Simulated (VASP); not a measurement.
# BN (Cm) in VASP: notebook, part 2 of 3

VASP 6.6.1.

### Step 3. Single point, PBE (all B atoms moved +0.050 Å, as atom 1 along Cartesian [1 1 0])

Contents of INCAR:

```
  PREC = Accurate
  ENCUT = 520
  EDIFF = 1E-6
  ISMEAR = 0
  SIGMA = 0.05
  LREAL = F
  LASPH = T
  NELM = 100
  ALGO = Normal
  ISIF = 2
  LWAVE = F
  LCHARG = F
  GGA = PE
  NBANDS = 11
```

Contents of KPOINTS:

```
Automatic mesh
0
Gamma
  12 12 12
```

Contents of POSCAR:

```
BN
1.0
    0.0000000000      1.8130010000      1.8130010000
    1.8130010000      0.0000000000      1.8130010000
    1.8130010000      1.8130010000      0.0000000000
B N
1 1
Direct
    0.0000000000      0.0000000000      0.0195010036
    0.7500000000      0.7500000000      0.7500000000
```

Potentials or basis: VASP PAW PBE potentials, release 64 (B, N).

Command:

```sh
> cat potpaw_PBE.64/B/POTCAR potpaw_PBE.64/N/POTCAR > POTCAR
> mpirun -np 1 vasp_std > vasp.out
```

OUTCAR:

```text
PREC = Accurate
   ENCUT = 520
   EDIFF = 1E-6
   ISMEAR = 0
   LREAL = F
   LASPH = T
   NELM = 100
   ISIF = 2
   GGA = PE

 ion  position               nearest neighbor table
   1  0.000  0.000  0.020-   2 1.53   2 1.57   2 1.57   2 1.61
   2  0.750  0.750  0.750-   1 1.53   1 1.57   1 1.57   1 1.61

  LATTYP: Found a face centered cubic cell.
 ALAT       =     3.6260020000

  Lattice vectors:

 A1 = (   0.0000000000,   1.8130010000,   1.8130010000)
 A2 = (   1.8130010000,   0.0000000000,   1.8130010000)
 A3 = (   1.8130010000,   1.8130010000,   0.0000000000)

Analysis of symmetry for initial positions (statically):
=====================================================================
 Subroutine PRICEL returns:
 Original cell was already a primitive cell.

 Routine SETGRP: Setting up the symmetry group for a
 face centered cubic supercell.

 Subroutine GETGRP returns: Found  2 space group operations
 (whereof  2 operations were pure point group operations)
 out of a pool of 48 trial point group operations.

The static configuration has the point symmetry C_1h.

Analysis of symmetry for dynamics (positions and initial velocities):
=====================================================================
 Subroutine PRICEL returns:
 Original cell was already a primitive cell.

 Routine SETGRP: Setting up the symmetry group for a
 face centered cubic supercell.

 Subroutine GETGRP returns: Found  2 space group operations
 (whereof  2 operations were pure point group operations)
 out of a pool of 48 trial point group operations.

The dynamic configuration has the point symmetry C_1h.

 Subroutine INISYM returns: Found  2 space group operations
 (whereof  2 operations are pure point group operations),
 and found     1 'primitive' translations

----------------------------------------------------------------------------------------

                                     Primitive cell

  volume of cell :      11.9186
[... 111 lines left out ...]
  Fermi-wavevector in a.u.,A,eV,Ry     =   1.433387  2.708709 27.954506  2.054598
  Thomas-Fermi vector in A             =   2.552911
   LORBIT       =      0    0 simple, 1 ext, 2 COOP (PROOUT), +10 PAW based schemes
   GGA     = PE    functional components
   LHFCALC =     F    Hartree Fock is set to
   AEXX    =    0.0000 exact exchange contribution
   IVDW    =     0    specifies the selected vdW correction
   LEPSILON=     F    determine dielectric tensor
   LRPA    =     F    only Hartree local field effects (RPA)
 non-spin polarized calculation
 Gauss-broadening in eV      SIGMA  =   0.05
  energy-cutoff  :      520.00
  volume of cell :       11.92
 maximum number of plane-waves:       332
   NGX =  9   NGY =  9   NGZ =  9

 number of electron       7.9999999 magnetization

 Free energy of the ion-electron system (eV)
  ---------------------------------------------------
  ext. energy  EPLUGINS =         0.00000000
  ---------------------------------------------------
  free energy    TOTEN  =       -17.42139808 eV

  energy without entropy =      -17.42139808  energy(sigma->0) =      -17.42139808

 E-fermi :   7.9820     XC(G=0): -12.7771

 val. band max:        7.7128655531   @ k =   0.0000   0.0000   0.0000
 cond. band min:      11.7082638947   @ k =   0.5000   0.5000   0.0000
 fundamental gap:      3.9953983416
 Fermi energy:         7.9819780105

 k-point     1 :       0.0000    0.0000    0.0000
  band No.  band energies     occupation
      1     -12.8385      2.00000
      2       6.8248      2.00000
      3       7.3025      2.00000
      4       7.7129      2.00000
      5      15.7399      0.00000
      6      16.0438      0.00000
      7      16.4564      0.00000
      8      17.5083      0.00000
      9      31.8473      0.00000
     10      34.9441      0.00000
     11      34.9471      0.00000
[... 309 lines left out ...]
 k-point    24 :       0.0833    0.0000    0.1667
  band No.  band energies     occupation
      1     -12.2295      2.00000
      2       4.7100      2.00000
      3       6.3682      2.00000
      4       6.7671      2.00000
      5      15.7280      0.00000
      6      17.3741      0.00000
      7      17.4921      0.00000
      8      19.2383      0.00000
      9      28.3543      0.00000
     10      32.6717      0.00000
     11      33.5283      0.00000

 [... further k-points ...]
[... 5 lines left out ...]
  --------------------------------------------------------------------------------------
  -------------------------------------------------------------------------------------
  Total        0.0367609      0.0367609      0.0488956      0.0579027     -0.0525230     -0.0525230
  in kB        4.9416509      4.9416509      6.5728851      7.7836806     -7.0605031     -7.0605035
  external PRESSURE =       5.4853956 kB  Pullay stress =       0.0000000 kB

 VOLUME and BASIS-vectors are now :
 -----------------------------------------------------------------------------
  energy-cutoff  :      520.00
  volume of cell :       11.92
      direct lattice vectors                 reciprocal lattice vectors
     0.000000000  1.813001000  1.813001000    -0.275785838  0.275785838  0.275785838
     1.813001000  0.000000000  1.813001000     0.275785838 -0.275785838  0.275785838
     1.813001000  1.813001000  0.000000000     0.275785838  0.275785838 -0.275785838

 POSITION                                       TOTAL-FORCE (eV/Angst)
 -----------------------------------------------------------------------------------
      0.03536      0.03536      0.00000        -0.837497     -0.837497      0.117960
      2.71950      2.71950      2.71950         0.837497      0.837497     -0.117960
 -----------------------------------------------------------------------------------
    total drift:                                0.000005      0.000005      0.000001

  FREE ENERGIE OF THE ION-ELECTRON SYSTEM (eV)
  ---------------------------------------------------
  free  energy   TOTEN  =       -17.4213980846 eV

  energy  without entropy=      -17.4213980846  energy(sigma->0) =      -17.42139808
```

OSZICAR:

```text
N       E                     dE             d eps       ncg     rms          rms(c)
DAV:   1     0.100707204996E+02    0.10071E+02   -0.49725E+03 10824   0.721E+02
DAV:   2    -0.178742601187E+02   -0.27945E+02   -0.27176E+02 12355   0.163E+02
DAV:   3    -0.183802092695E+02   -0.50595E+00   -0.50511E+00 12265   0.189E+01
DAV:   4    -0.183807921761E+02   -0.58291E-03   -0.58290E-03 11155   0.724E-01
DAV:   5    -0.183807927114E+02   -0.53532E-06   -0.53531E-06 12050   0.216E-02    0.668E+00
DAV:   6    -0.175045822174E+02    0.87621E+00   -0.29830E+00 11072   0.993E+00    0.324E+00
DAV:   7    -0.174352705594E+02    0.69312E-01   -0.10112E-01 11727   0.264E+00    0.192E+00
DAV:   8    -0.174211367963E+02    0.14134E-01   -0.35388E-02 11600   0.137E+00    0.188E-01
DAV:   9    -0.174213041488E+02   -0.16735E-03   -0.10023E-03 11107   0.261E-01    0.832E-02
DAV:  10    -0.174213926119E+02   -0.88463E-04   -0.12593E-04 11477   0.958E-02    0.151E-02
DAV:  11    -0.174213980214E+02   -0.54095E-05   -0.94438E-06 11854   0.253E-02    0.106E-02
DAV:  12    -0.174213980846E+02   -0.63125E-07   -0.15643E-06  6599   0.866E-03
   1 F= -.17421398E+02 E0= -.17421398E+02  d E =-.428495E-17
```

Run time: 38 s. Hardware: 1 thread of Intel Xeon Platinum 8375C at 2.90GHz (Ice Lake), shared host; peak memory 0.17 GiB.

Results:

```
Free energy            : -17.4214 eV
Pressure               : 0.5 GPa
Largest force          : 1.190 eV/Å
Band gap on the k mesh : 4.00 eV, indirect (least direct gap 8.03 eV)
```

Forces on the atoms (eV/Å):
```
B   -0.837 -0.837  0.118
N    0.837  0.837 -0.118
```

Caveat: the cell differs from its parent crystal (all B atoms moved +0.050 Å, as atom 1 along Cartesian [1 1 0]); forces of over 1 eV/Å act on the atoms, so gaps and moduli don't describe the material at rest.

[end of part 2 of 3]
